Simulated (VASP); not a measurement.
# Ti (P6_3/mmc) in VASP: settings compared

The runs below take Ti through single point, with revPBE+D3(BJ), PBEsol+D3(BJ).

Everything below comes from runs of VASP 6.6.1. Logs are shortened: lines on timing, memory, paths and dates and some standing lists are left out, and cuts for length are marked.

## Step 1: The cell of the first run

Symmetry: P6_3/mmc, No. 194, hexagonal system. Conventional cell: a = 2.970 Å, b = 2.970 Å, c = 4.711 Å, α = 90.00°, β = 90.00°, γ = 120.00°. Within 3.8 Å of Ti (site symmetry -6m2) lie 12 Ti at 2.91 to 2.97 Å.

## Step 2: Single point, revPBE+D3(BJ)

Input file INCAR:

```
SYSTEM = Ti
PREC     = Accurate       ! precision mode
ENCUT    = 520            ! plane-wave cutoff, eV
EDIFF    = 1E-6           ! SCF threshold, eV
ISMEAR   = -1             ! smearing method
SIGMA    = 0.05           ! smearing width, eV
LREAL    = .False.        ! projectors in reciprocal space
LASPH    = .True.         ! aspherical terms in the spheres
NELM     = 80             ! most SCF steps
ALGO     = Normal         ! electronic algorithm
ISIF     = 2              ! what is computed and relaxed
LWAVE    = .False.        ! write WAVECAR
LCHARG   = .False.        ! write CHGCAR
GGA      = RE             ! functional
IVDW     = 12             ! dispersion correction
NBANDS   = 19             ! bands
```

Input file KPOINTS:

```
regular mesh
0
Gamma
  10 10 6
  0 0 0
```

Input file POSCAR:

```
Ti
1.0
    2.9695369932      0.0000000000      0.0000000000
   -1.4847684966      2.5716944736      0.0000000000
    0.0000000000      0.0000000000      4.7109942807
Ti
2
Direct
    0.6666666667      0.3333333333      0.7500000000
    0.3333333333      0.6666666667      0.2500000000
```

Potentials or basis: VASP PAW PBE potentials, release 64 (Ti_sv).

Command:

```console
> cat potpaw_PBE.64/Ti_sv/POTCAR > POTCAR
> mpirun -np 1 vasp_std > vasp.out
```

OUTCAR:

```text
SYSTEM = Ti
   PREC = Accurate
   ENCUT = 520
   EDIFF = 1E-6
   ISMEAR = -1
   LREAL = .False.
   LASPH = .True.
   NELM = 80
   ISIF = 2
   GGA = RE
   IVDW = 12
 IVDW          = 12

 ion  position               nearest neighbor table
   1  0.667  0.333  0.750-   2 2.91   2 2.91   2 2.91   2 2.91   2 2.91   2 2.91
   2  0.333  0.667  0.250-   1 2.91   1 2.91   1 2.91   1 2.91   1 2.91   1 2.91

  LATTYP: Found a hexagonal cell.
 ALAT       =     2.9695369932
 C/A-ratio  =     1.5864406780

  Lattice vectors:

 A1 = (   2.9695369932,   0.0000000000,   0.0000000000)
 A2 = (  -1.4847684966,   2.5716944736,   0.0000000000)
 A3 = (   0.0000000000,   0.0000000000,   4.7109942807)

Analysis of symmetry for initial positions (statically):
=====================================================================
 Subroutine PRICEL returns:
 Original cell was already a primitive cell.

 Routine SETGRP: Setting up the symmetry group for a
 hexagonal supercell.

 Subroutine GETGRP returns: Found 24 space group operations
 (whereof 12 operations were pure point group operations)
 out of a pool of 24 trial point group operations.

The static configuration has the point symmetry D_3d.
 The point group associated with its full space group is D_6h.

Analysis of symmetry for dynamics (positions and initial velocities):
=====================================================================
 Subroutine PRICEL returns:
 Original cell was already a primitive cell.

 Routine SETGRP: Setting up the symmetry group for a
 hexagonal supercell.

 Subroutine GETGRP returns: Found 24 space group operations
 (whereof 12 operations were pure point group operations)
 out of a pool of 24 trial point group operations.

The dynamic configuration has the point symmetry D_3d.
 The point group associated with its full space group is D_6h.

 Subroutine INISYM returns: Found 24 space group operations
 (whereof 12 operations are pure point group operations),
 and found     1 'primitive' translations

----------------------------------------------------------------------------------------

                                     Primitive cell

  volume of cell :      35.9766

  direct lattice vectors                    reciprocal lattice vectors
     2.969536993  0.000000000  0.000000000     0.336752835  0.194424340  0.000000000
    -1.484768497  2.571694474  0.000000000     0.000000000  0.388848679  0.000000000
     0.000000000  0.000000000  4.710994281     0.000000000  0.000000000  0.212269415

  length of vectors
     2.969536993  2.969536993  4.710994281     0.388848679  0.388848679  0.212269415

  position of ions in fractional coordinates (direct lattice)
     0.666666667  0.333333333  0.750000000
     0.333333333  0.666666667  0.250000000

  ion indices of the primitive-cell ions
   primitive index   ion index
                 1           1
                 2           2

----------------------------------------------------------------------------------------

 KPOINTS: regular mesh

Automatic generation of k-mesh.
 Grid dimensions read from file:
 generate k-points for:   10   10    6

 Generating k-lattice:

  Cartesian coordinates                     Fractional coordinates (reciprocal lattice)
     0.033675283  0.019442434  0.000000000     0.100000000  0.000000000  0.000000000
     0.000000000  0.038884868  0.000000000     0.000000000  0.100000000  0.000000000
     0.000000000  0.000000000  0.035378236     0.000000000  0.000000000  0.166666667

  Length of vectors
     0.038884868  0.038884868  0.035378236

  Shift w.r.t. Gamma in fractional coordinates (k-lattice)
     0.000000000  0.000000000  0.000000000

 Subroutine IBZKPT returns following result:
 ===========================================

 Found     56 irreducible k-points:

 Following reciprocal coordinates:
            Coordinates               Weight
  0.000000  0.000000  0.000000      1.000000
  0.100000  0.000000  0.000000      6.000000
  0.200000  0.000000  0.000000      6.000000
  0.300000  0.000000  0.000000      6.000000
  0.400000 -0.000000  0.000000      6.000000
  0.500000  0.000000  0.000000      3.000000
[... 16 lines left out ...]
  0.300000  0.100000  0.166667     24.000000
  0.400000  0.100000  0.166667     24.000000
 [... further k-points ...]
   k-points           NKPTS =     56   k-points in BZ     NKDIM =     56   number of bands    NBANDS=     19
   number of dos      NEDOS =    301   number of ions     NIONS =      2
   total plane-waves  NPLWV =  20736
   dimension x,y,z NGX =    24 NGY =   24 NGZ =   36
   dimension x,y,z NGXF=    48 NGYF=   48 NGZF=   72
   ions per type =               2
   NGX,Y,Z   is equivalent  to a cutoff of  13.44, 13.44, 12.70 a.u.
   NGXF,Y,Z  is equivalent  to a cutoff of  26.87, 26.87, 25.41 a.u.
 SYSTEM =  Ti
   PREC   = accura    normal or accurate (medium, high low for compatibility)
   ISTART =      0    job   : 0-new  1-cont  2-samecut
   ICHARG =      2    charge: 1-file 2-atom 10-const
   ISPIN  =      1    spin polarized calculation?
   LNONCOLLINEAR =      F non collinear calculations
   LSORBIT =      F    spin-orbit coupling
   LASPH  =      T    aspherical Exc in radial PAW
   ENCUT  =  520.0 eV  38.22 Ry    6.18 a.u.   5.52  5.52  8.76*2*pi/ulx,y,z
   NELM   =     80;   NELMIN=  2; NELMDL= -5     # of ELM steps
   EDIFF  = 0.1E-05   stopping-criterion for ELM
   LREAL  =      F    real-space projection
   EDIFFG = 0.1E-04   stopping-criterion for IOM
   NSW    =      0    number of steps for IOM
   IBRION =     -1    ionic relax: 0-MD 1-quasi-New 2-CG
   NFREE  =      0    steps in history (QN), initial steepest desc. (CG)
   ISIF   =      2    stress and relaxation
   ISYM   =      2    0-nonsym 1-usesym 2-fastsym
   POTIM  = 0.5000    time-step for ionic-motion
   TEBEG  =    0.0;   TEEND  =   0.0 temperature during run
   PSTRESS=    0.0 pullay stress
   NELECT =      24.0000    total number of electrons
   NUPDOWN=      -1.0000    fix difference up-down
   EMIN   =  10.00;   EMAX   =-10.00  energy-range for DOS
   EFERMI =   0.00;   METHOD = LEGACY
   ISMEAR =    -1;   SIGMA  =   0.05  broadening in eV -4-tet -1-fermi 0-gaus
   EFERMI_NEDOS =   21; number of points for ismear=-14 and -15
   IALGO  =     38    algorithm
   IMIX   =      4    mixing-type and parameters
     AMIX     =   0.40;   BMIX     =  1.00
     AMIX_MAG =   1.60;   BMIX_MAG =  1.00
  volume/ion in A,a.u.               =      17.99       121.39
  Fermi-wavevector in a.u.,A,eV,Ry     =   1.430447  2.703152 27.839939  2.046178
  Thomas-Fermi vector in A             =   2.550291
   LORBIT       =      0    0 simple, 1 ext, 2 COOP (PROOUT), +10 PAW based schemes
   GGA     = RE    functional components
   LHFCALC =     F    Hartree Fock is set to
   AEXX    =    0.0000 exact exchange contribution
   IVDW    =    12    specifies the selected vdW correction
   LEPSILON=     F    determine dielectric tensor
   LRPA    =     F    only Hartree local field effects (RPA)
 non-spin polarized calculation
  energy-cutoff  :      520.00
  volume of cell :       35.98
 maximum number of plane-waves:      1014
 NGX is ok and might be reduce to    24
   NGX = 11   NGY = 11   NGZ = 17

 number of electron      24.0000002 magnetization

 Free energy of the ion-electron system (eV)
  ---------------------------------------------------
  ext. energy  EPLUGINS =         0.00000000
  ---------------------------------------------------
  free energy    TOTEN  =       -15.04345554 eV

  energy without entropy =      -15.02413079  energy(sigma->0) =      -15.03379316

 E-fermi :   8.0462     XC(G=0): -11.2540

 val. band max:        8.0354281798   @ k =   0.2000   0.0000   0.3333
 cond. band min:       8.0497986756   @ k =   0.1000   0.1000   0.1667
 fundamental gap:      0.0143704958
 Fermi energy:         8.0462255287

 k-point     1 :       0.0000    0.0000    0.0000
  band No.  band energies     occupation
      1     -48.9726      2.00000
      2     -48.8561      2.00000
      3     -25.4677      2.00000
      4     -24.8947      2.00000
      5     -24.8947      2.00000
      6     -24.8427      2.00000
[... 11 lines left out ...]
     18       9.6326      0.00000
     19      11.0772      0.00000

 k-point     2 :       0.1000    0.0000    0.0000
  band No.  band energies     occupation
      1     -48.9643      2.00000
      2     -48.8528      2.00000
      3     -25.4485      2.00000
      4     -24.9340      2.00000
      5     -24.9078      2.00000
      6     -24.8509      2.00000
[... 11 lines left out ...]
     18       9.4906      0.00000
     19      11.1505      0.00000

 k-point     3 :       0.2000    0.0000    0.0000
  band No.  band energies     occupation
      1     -48.9417      2.00000
      2     -48.8448      2.00000
      3     -25.3947      2.00000
      4     -25.0376      2.00000
      5     -24.9503      2.00000
      6     -24.9406      2.00000
[... 11 lines left out ...]
     18       9.9124      0.00000
     19      11.2862      0.00000

 k-point     4 :       0.3000    0.0000    0.0000
  band No.  band energies     occupation
      1     -48.9119      2.00000
      2     -48.8368      2.00000
      3     -25.3180      2.00000
      4     -25.1673      2.00000
      5     -25.0735      2.00000
      6     -24.9794      2.00000
[... 11 lines left out ...]
     18      10.5475      0.00000
     19      11.3925      0.00000

 k-point     5 :       0.4000   -0.0000    0.0000
  band No.  band energies     occupation
      1     -48.8845      2.00000
      2     -48.8335      2.00000
      3     -25.2729      2.00000
      4     -25.2385      2.00000
      5     -25.1697      2.00000
      6     -25.0097      2.00000
[... 11 lines left out ...]
     18      11.2395      0.00000
     19      11.4498      0.00000

 k-point     6 :       0.5000    0.0000    0.0000
  band No.  band energies     occupation
      1     -48.8720      2.00000
      2     -48.8341      2.00000
      3     -25.3132      2.00000
      4     -25.2057      2.00000
      5     -25.1977      2.00000
      6     -25.0211      2.00000
[... 11 lines left out ...]
     18      11.4690      0.00000
     19      12.2054      0.00000

 k-point     7 :       0.1000    0.1000    0.0000
  band No.  band energies     occupation
      1     -48.9488      2.00000
      2     -48.8472      2.00000
      3     -25.4120      2.00000
      4     -24.9955      2.00000
      5     -24.9576      2.00000
      6     -24.8951      2.00000
[... 11 lines left out ...]
     18       9.8222      0.00000
     19      11.2276      0.00000

 k-point     8 :       0.2000    0.1000    0.0000
  band No.  band energies     occupation
      1     -48.9226      2.00000
      2     -48.8392      2.00000
      3     -25.3464      2.00000
      4     -25.1023      2.00000
      5     -25.0508      2.00000
      6     -24.9519      2.00000
[... 256 lines left out ...]
 k-point    20 :       0.5000    0.0000    0.1667
  band No.  band energies     occupation
      1     -48.8695      2.00000
      2     -48.8366      2.00000
      3     -25.3518      2.00000
      4     -25.2464      2.00000
      5     -25.1379      2.00000
      6     -25.0111      2.00000
[... 11 lines left out ...]
     18      11.4575      0.00000
     19      11.9311      0.00000

 k-point    21 :       0.1000    0.1000    0.1667
  band No.  band energies     occupation
      1     -48.9421      2.00000
      2     -48.8540      2.00000
      3     -25.3821      2.00000
      4     -24.9845      2.00000
      5     -24.9742      2.00000
      6     -24.9217      2.00000
[... 11 lines left out ...]
     18       9.9243      0.00000
     19      11.1942      0.00000

 k-point    22 :       0.2000    0.1000    0.1667
  band No.  band energies     occupation
      1     -48.9170      2.00000
      2     -48.8448      2.00000
      3     -25.3350      2.00000
      4     -25.0927      2.00000
      5     -25.0617      2.00000
      6     -24.9641      2.00000
[... 11 lines left out ...]
     18      10.4185      0.00000
     19      11.2646      0.00000

 k-point    23 :       0.3000    0.1000    0.1667
  band No.  band energies     occupation
      1     -48.8895      2.00000
      2     -48.8379      2.00000
      3     -25.3062      2.00000
      4     -25.1902      2.00000
      5     -25.1305      2.00000
      6     -25.0068      2.00000
[... 11 lines left out ...]
     18      10.9564      0.00000
     19      11.4582      0.00000

 k-point    24 :       0.4000    0.1000    0.1667
  band No.  band energies     occupation
      1     -48.8696      2.00000
      2     -48.8365      2.00000
      3     -25.3313      2.00000
      4     -25.2313      2.00000
      5     -25.1393      2.00000
      6     -25.0262      2.00000
[... 11 lines left out ...]
     18      11.3247      0.00000
     19      12.0034      0.00000

 [... further k-points ...]

------------------------ aborting loop because EDIFF is reached ----------------------------------------

 Edisp (eV)   -2.15694

 E8    (eV) :    -1.5651

  FORCE on cell =-STRESS in cart. coord.  units (eV):
  Direction    XX          YY          ZZ          XY          YZ          ZX
  --------------------------------------------------------------------------------------
  -------------------------------------------------------------------------------------
  Total      -2.57868    -2.57868    -2.66074    -0.00000     0.00000     0.00000
  in kB    -114.83827  -114.83827  -118.49305    -0.00000     0.00000     0.00000
  external pressure =     -116.06 kB  Pullay stress =        0.00 kB

 VOLUME and BASIS-vectors are now :
 -----------------------------------------------------------------------------
  energy-cutoff  :      520.00
  volume of cell :       35.98
      direct lattice vectors                 reciprocal lattice vectors
     2.969536993  0.000000000  0.000000000     0.336752835  0.194424340  0.000000000
    -1.484768497  2.571694474  0.000000000     0.000000000  0.388848679  0.000000000
     0.000000000  0.000000000  4.710994281     0.000000000  0.000000000  0.212269415

 POSITION                                       TOTAL-FORCE (eV/Angst)
 -----------------------------------------------------------------------------------
      1.48477      0.85723      3.53325        -0.000000      0.000000      0.000000
     -0.00000      1.71446      1.17775         0.000000     -0.000000      0.000000
 -----------------------------------------------------------------------------------
    total drift:                               -0.000000      0.000000     -0.000000

  FREE ENERGIE OF THE ION-ELECTRON SYSTEM (eV)
  ---------------------------------------------------
  free  energy   TOTEN  =       -17.2003982165 eV

  energy  without entropy=      -17.1810734669  energy(sigma->0) =      -17.19073584
```

Run time: 20 s. Hardware: 1 thread of AMD EPYC 9R45 (Zen 5), shared host; peak memory 0.15 GiB.

Results:

| Property | Result |
| --- | --- |
| Free energy | -17.2004 eV |
| Pressure | -11.6 GPa |
| Band gap on the k mesh | zero (band 12 reaches 8.82 eV, above the bottom of band 13 at 7.80 eV) |
| Dispersion energy per atom | -1.078 eV |

Caveat: the PAW data sets were made with another functional, which shifts forces and pressure a little; pairwise dispersion overbinds metals, which lowers pressure and volume.

[end of part 1 of 3]
